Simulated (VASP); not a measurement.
# SiO2 (P6_422) in VASP: a series of runs

Runs on SiO2. Level: LDA. Tasks: single point.

All numbers are computed with VASP 6.6.1; they aren't measurements. Logs are shortened: lines on timing, memory, paths and dates and some standing lists are left out, and cuts for length are marked.

### Step 1. The cell of the first run

The structure is hexagonal, space group P6_422 (No. 181). Conventional cell: a = 4.963 Å, b = 4.963 Å, c = 5.691 Å, α = 90.00°, β = 90.00°, γ = 120.00°. Si (site symmetry 222) has 4 O at 1.60 Å within 2.1 Å. O (site symmetry 2) has 2 Si at 1.60 Å within 2.1 Å.

### Step 2. Single point, LDA (strain -0.015 along x and y, +0.030 along z)

The input, INCAR:

```
PREC = Accurate
ENCUT = 520
EDIFF = 1E-6
ISMEAR = 0
SIGMA = 0.05
LREAL = False
LASPH = True
NELM = 100
ALGO = Normal
ISIF = 2
LWAVE = False
LCHARG = False
GGA = CA
NBANDS = 34
```

The input, KPOINTS:

```
Automatic mesh
0
Gamma
  6 6 4
```

The input, POSCAR:

```
SiO2
1.0
    4.9631179144      0.0000000000      0.0000000000
   -2.4815589572      4.2981861959      0.0000000000
    0.0000000000      0.0000000000      5.6906006435
Si O
3 6
Direct
    0.0000000000      0.5000000000      0.3333333333
    0.5000000000      0.5000000000      0.6666666667
    0.5000000000      0.0000000000      0.0000000000
    0.5843949021      0.7921974511      0.8333333333
    0.7921974511      0.5843949021      0.5000000000
    0.7921974511      0.2078025489      0.1666666667
    0.4156050979      0.2078025489      0.8333333333
    0.2078025489      0.4156050979      0.5000000000
    0.2078025489      0.7921974511      0.1666666667
```

Potentials or basis: VASP PAW LDA potentials, release 64 (Si, O).

On the command line:

```sh
$ cat potpaw_LDA.64/Si/POTCAR potpaw_LDA.64/O/POTCAR > POTCAR
$ mpirun -np 1 vasp_std > vasp.out
```

OUTCAR:

```text
PREC = Accurate
   ENCUT = 520
   EDIFF = 1E-6
   ISMEAR = 0
   LREAL = False
   LASPH = True
   NELM = 100
   ISIF = 2
   GGA = CA

 ion  position               nearest neighbor table
   1  0.000  0.500  0.333-   6 1.60   9 1.60   8 1.60   5 1.60   3 3.12   3 3.12   2 3.12   2 3.12

   2  0.500  0.500  0.667-   4 1.60   7 1.60   5 1.60   8 1.60   3 3.12   3 3.12   1 3.12   1 3.12

   3  0.500  0.000  0.000-   4 1.60   7 1.60   6 1.60   9 1.60   1 3.12   2 3.12   2 3.12   1 3.12

   4  0.584  0.792  0.833-   3 1.60   2 1.60
   5  0.792  0.584  0.500-   1 1.60   2 1.60
   6  0.792  0.208  0.167-   1 1.60   3 1.60
   7  0.416  0.208  0.833-   3 1.60   2 1.60
   8  0.208  0.416  0.500-   1 1.60   2 1.60
   9  0.208  0.792  0.167-   1 1.60   3 1.60

  LATTYP: Found a hexagonal cell.
 ALAT       =     4.9631179144
 C/A-ratio  =     1.1465777646

  Lattice vectors:

 A1 = (   4.9631179144,   0.0000000000,   0.0000000000)
 A2 = (  -2.4815589572,   4.2981861959,   0.0000000000)
 A3 = (   0.0000000000,   0.0000000000,   5.6906006435)

Analysis of symmetry for initial positions (statically):
=====================================================================
 Subroutine PRICEL returns:
 Original cell was already a primitive cell.

 Routine SETGRP: Setting up the symmetry group for a
 hexagonal supercell.

 Subroutine GETGRP returns: Found 12 space group operations
 (whereof  4 operations were pure point group operations)
 out of a pool of 24 trial point group operations.

The static configuration has the point symmetry D_2 .
 The point group associated with its full space group is D_6 .

Analysis of symmetry for dynamics (positions and initial velocities):
=====================================================================
 Subroutine PRICEL returns:
 Original cell was already a primitive cell.

 Routine SETGRP: Setting up the symmetry group for a
 hexagonal supercell.

 Subroutine GETGRP returns: Found 12 space group operations
 (whereof  4 operations were pure point group operations)
 out of a pool of 24 trial point group operations.

The dynamic configuration has the point symmetry D_2 .
 The point group associated with its full space group is D_6 .

 Subroutine INISYM returns: Found 12 space group operations
 (whereof  4 operations are pure point group operations),
 and found     1 'primitive' translations

----------------------------------------------------------------------------------------

                                     Primitive cell

  volume of cell :     121.3942

  direct lattice vectors                    reciprocal lattice vectors
     4.963117914  0.000000000  0.000000000     0.201486247  0.116328139  0.000000000
    -2.481558957  4.298186196  0.000000000     0.000000000  0.232656277  0.000000000
     0.000000000  0.000000000  5.690600643     0.000000000  0.000000000  0.175728374

  length of vectors
     4.963117914  4.963117914  5.690600643     0.232656277  0.232656277  0.175728374

  position of ions in fractional coordinates (direct lattice)
     1.000000000  0.500000000  0.333333333
     0.500000000  0.500000000  0.666666667
     0.500000000  0.000000000  0.000000000
     0.584394902  0.792197451  0.833333333
     0.792197451  0.584394902  0.500000000
     0.792197451  0.207802549  0.166666667
     0.415605098  0.207802549  0.833333333
     0.207802549  0.415605098  0.500000000
     0.207802549  0.792197451  0.166666667

  ion indices of the primitive-cell ions
   primitive index   ion index
                 1           1
                 2           2
                 3           3
                 4           4
                 5           5
                 6           6
                 7           7
                 8           8
                 9           9

----------------------------------------------------------------------------------------

 KPOINTS: Automatic mesh

Automatic generation of k-mesh.
 Grid dimensions read from file:
 generate k-points for:    6    6    4

 Generating k-lattice:

  Cartesian coordinates                     Fractional coordinates (reciprocal lattice)
     0.033581041  0.019388023  0.000000000     0.166666667  0.000000000  0.000000000
     0.000000000  0.038776046  0.000000000     0.000000000  0.166666667  0.000000000
     0.000000000  0.000000000  0.043932094     0.000000000  0.000000000  0.250000000

  Length of vectors
     0.038776046  0.038776046  0.043932094

  Shift w.r.t. Gamma in fractional coordinates (k-lattice)
     0.000000000  0.000000000  0.000000000

 Subroutine IBZKPT returns following result:
 ===========================================

 Found     21 irreducible k-points:

 Following reciprocal coordinates:
            Coordinates               Weight
  0.000000  0.000000  0.000000      1.000000
  0.166667 -0.000000  0.000000      6.000000
  0.333333  0.000000  0.000000      6.000000
  0.500000 -0.000000  0.000000      3.000000
  0.166667  0.166667  0.000000      6.000000
  0.333333  0.166667  0.000000     12.000000
[... 13 lines left out ...]
  0.333333  0.166667  0.500000     12.000000
  0.333333  0.333333  0.500000      2.000000
   k-points           NKPTS =     21   k-points in BZ     NKDIM =     21   number of bands    NBANDS=     34
   number of dos      NEDOS =    301   number of ions     NIONS =      9
   total plane-waves  NPLWV =  67200
   dimension x,y,z NGX =    40 NGY =   40 NGZ =   42
   dimension x,y,z NGXF=    80 NGYF=   80 NGZF=   84
   ions per type =               3   6
   NGX,Y,Z   is equivalent  to a cutoff of  13.40, 13.40, 12.27 a.u.
   NGXF,Y,Z  is equivalent  to a cutoff of  26.80, 26.80, 24.54 a.u.
 SYSTEM =  unknown system
   PREC   = accura    normal or accurate (medium, high low for compatibility)
   ISTART =      0    job   : 0-new  1-cont  2-samecut
   ICHARG =      2    charge: 1-file 2-atom 10-const
   ISPIN  =      1    spin polarized calculation?
   LNONCOLLINEAR =      F non collinear calculations
   LSORBIT =      F    spin-orbit coupling
   LASPH  =      T    aspherical Exc in radial PAW
   ENCUT  =  520.0 eV  38.22 Ry    6.18 a.u.   9.23  9.23 10.58*2*pi/ulx,y,z
   NELM   =    100;   NELMIN=  2; NELMDL= -5     # of ELM steps
   EDIFF  = 0.1E-05   stopping-criterion for ELM
   LREAL  =      F    real-space projection
   EDIFFG = 0.1E-04   stopping-criterion for IOM
   NSW    =      0    number of steps for IOM
   IBRION =     -1    ionic relax: 0-MD 1-quasi-New 2-CG
   NFREE  =      0    steps in history (QN), initial steepest desc. (CG)
   ISIF   =      2    stress and relaxation
   ISYM   =      2    0-nonsym 1-usesym 2-fastsym
   POTIM  = 0.5000    time-step for ionic-motion
   TEBEG  =    0.0;   TEEND  =   0.0 temperature during run
   PSTRESS=    0.0 pullay stress
   NELECT =      48.0000    total number of electrons
   NUPDOWN=      -1.0000    fix difference up-down
   EMIN   =  10.00;   EMAX   =-10.00  energy-range for DOS
   EFERMI =   0.00;   METHOD = LEGACY
   ISMEAR =     0;   SIGMA  =   0.05  broadening in eV -4-tet -1-fermi 0-gaus
   EFERMI_NEDOS =   21; number of points for ismear=-14 and -15
   IALGO  =     38    algorithm
   IMIX   =      4    mixing-type and parameters
     AMIX     =   0.40;   BMIX     =  1.00
     AMIX_MAG =   1.60;   BMIX_MAG =  1.00
  volume/ion in A,a.u.               =      13.49        91.02
  Fermi-wavevector in a.u.,A,eV,Ry     =   1.201589  2.270674 19.644310  1.443816
  Thomas-Fermi vector in A             =   2.337394
   LORBIT       =      0    0 simple, 1 ext, 2 COOP (PROOUT), +10 PAW based schemes
   GGA     = CA    functional components
   LHFCALC =     F    Hartree Fock is set to
   AEXX    =    0.0000 exact exchange contribution
   IVDW    =     0    specifies the selected vdW correction
   LEPSILON=     F    determine dielectric tensor
   LRPA    =     F    only Hartree local field effects (RPA)
 non-spin polarized calculation
 Gauss-broadening in eV      SIGMA  =   0.05
  energy-cutoff  :      520.00
  volume of cell :      121.39
 maximum number of plane-waves:      3285
 NGX is ok and might be reduce to    40
   NGX = 19   NGY = 19   NGZ = 21

 number of electron      47.9999971 magnetization

 Free energy of the ion-electron system (eV)
  ---------------------------------------------------
  ext. energy  EPLUGINS =         0.00000000
  ---------------------------------------------------
  free energy    TOTEN  =       -77.77527949 eV

  energy without entropy =      -77.77527949  energy(sigma->0) =      -77.77527949

 E-fermi :   0.7333     XC(G=0):  -9.3668

 val. band max:        0.4385979864   @ k =   0.0000   0.0000   0.5000
 cond. band min:       5.8581853895   @ k =   0.0000   0.0000   0.0000
 fundamental gap:      5.4195874031
 Fermi energy:         0.7332943415

 k-point     1 :       0.0000    0.0000    0.0000
  band No.  band energies     occupation
      1     -18.8597      2.00000
      2     -17.3945      2.00000
      3     -17.3945      2.00000
      4     -16.6377      2.00000
      5     -16.6041      2.00000
      6     -16.6041      2.00000
[... 26 lines left out ...]
     33      13.5957      0.00000
     34      13.6385      0.00000

 k-point     2 :       0.1667   -0.0000    0.0000
  band No.  band energies     occupation
      1     -18.7807      2.00000
      2     -17.4764      2.00000
      3     -17.3759      2.00000
      4     -16.6665      2.00000
      5     -16.6273      2.00000
      6     -16.6181      2.00000
[... 26 lines left out ...]
     33      13.1870      0.00000
     34      13.3409      0.00000

 k-point     3 :       0.3333    0.0000    0.0000
  band No.  band energies     occupation
      1     -18.5692      2.00000
      2     -17.7110      2.00000
      3     -17.3349      2.00000
      4     -16.7184      2.00000
      5     -16.6774      2.00000
      6     -16.6309      2.00000
[... 26 lines left out ...]
     33      12.5518      0.00000
     34      12.6802      0.00000

 k-point     4 :       0.5000   -0.0000    0.0000
  band No.  band energies     occupation
      1     -18.3887      2.00000
      2     -17.9100      2.00000
      3     -17.3120      2.00000
      4     -16.7368      2.00000
      5     -16.7049      2.00000
      6     -16.6363      2.00000
[... 26 lines left out ...]
     33      11.9143      0.00000
     34      12.0489      0.00000

 k-point     5 :       0.1667    0.1667    0.0000
  band No.  band energies     occupation
      1     -18.6329      2.00000
      2     -17.6362      2.00000
      3     -17.3502      2.00000
      4     -16.7083      2.00000
      5     -16.6588      2.00000
      6     -16.6318      2.00000
[... 510 lines left out ...]
 k-point    19 :       0.1667    0.1667    0.5000
  band No.  band energies     occupation
      1     -18.3788      2.00000
      2     -18.1812      2.00000
      3     -17.0162      2.00000
      4     -16.7310      2.00000
      5     -16.6546      2.00000
      6     -16.6441      2.00000
[... 26 lines left out ...]
     33      12.0045      0.00000
     34      12.4782      0.00000

 k-point    20 :       0.3333    0.1667    0.5000
  band No.  band energies     occupation
      1     -18.3458      2.00000
      2     -17.9146      2.00000
      3     -17.3652      2.00000
      4     -16.7251      2.00000
      5     -16.6969      2.00000
      6     -16.6577      2.00000
[... 26 lines left out ...]
     33      11.7283      0.00000
     34      11.9461      0.00000

 k-point    21 :       0.3333    0.3333    0.5000
  band No.  band energies     occupation
      1     -18.3296      2.00000
      2     -17.6516      2.00000
      3     -17.6516      2.00000
      4     -16.7055      2.00000
      5     -16.7055      2.00000
      6     -16.6945      2.00000
[... 26 lines left out ...]
     33      11.6658      0.00000
     34      11.6831      0.00000

------------------------ aborting loop because EDIFF is reached ----------------------------------------

  FORCE on cell =-STRESS in cart. coord.  units (eV):
  Direction    XX          YY          ZZ          XY          YZ          ZX
  --------------------------------------------------------------------------------------
  -------------------------------------------------------------------------------------
  Total        1.1737981      1.1737981     -1.2482087      0.0000000      0.0000000     -0.0000000
  in kB       15.4919486     15.4919486    -16.4740298      0.0000000      0.0000000     -0.0000000
  external PRESSURE =       4.8366225 kB  Pullay stress =       0.0000000 kB

 VOLUME and BASIS-vectors are now :
 -----------------------------------------------------------------------------
  energy-cutoff  :      520.00
  volume of cell :      121.39
      direct lattice vectors                 reciprocal lattice vectors
     4.963117914  0.000000000  0.000000000     0.201486247  0.116328139  0.000000000
    -2.481558957  4.298186196  0.000000000     0.000000000  0.232656277  0.000000000
     0.000000000  0.000000000  5.690600643     0.000000000  0.000000000  0.175728374

 POSITION                                       TOTAL-FORCE (eV/Angst)
 -----------------------------------------------------------------------------------
     -1.24078      2.14909      1.89687         0.000000     -0.000000      0.000000
      1.24078      2.14909      3.79373         0.000000      0.000000      0.000000
      2.48156      0.00000      0.00000         0.000000      0.000000     -0.000000
      0.93454      3.40501      4.74217         0.054309      0.031355      0.000000
      2.48156      2.51184      2.84530         0.000000      0.062711     -0.000000
      3.41610      0.89317      0.94843         0.054309     -0.031355      0.000000
      1.54702      0.89317      4.74217        -0.054309     -0.031355     -0.000000
     -0.00000      1.78635      2.84530         0.000000     -0.062711      0.000000
     -0.93454      3.40501      0.94843        -0.054309      0.031355     -0.000000
 -----------------------------------------------------------------------------------
    total drift:                                0.000000     -0.000000      0.000001

  FREE ENERGIE OF THE ION-ELECTRON SYSTEM (eV)
  ---------------------------------------------------
  free  energy   TOTEN  =       -77.7752794884 eV

  energy  without entropy=      -77.7752794884  energy(sigma->0) =      -77.77527949
```

Wall time 47 s (1 thread of Intel Xeon 6975P-C (Granite Rapids), shared host); peak memory 0.22 GiB.

Results:

| Quantity | Value |
| --- | --- |
| Free energy | -77.7753 eV |
| Pressure | 0.5 GPa |
| Largest force | 0.063 eV/Å |
| Band gap on the k mesh | 5.42 eV (least direct gap 5.54 eV) |

Forces on the atoms (eV/Å):
```
Si   0.000  0.000  0.000
Si   0.000  0.000  0.000
Si   0.000  0.000  0.000
O    0.054  0.031  0.000
O    0.000  0.063  0.000
O    0.054 -0.031  0.000
O   -0.054 -0.031  0.000
O    0.000 -0.063  0.000
O   -0.054  0.031  0.000
```

Stress tensor (GPa, compression positive):
```
 1.55  0.00  0.00
 0.00  1.55  0.00
 0.00  0.00 -1.65
```

Caveat: the cell differs from its parent crystal (strain -0.015 along x and y, +0.030 along z). A k mesh can miss the band edges.

[end of part 1 of 2]
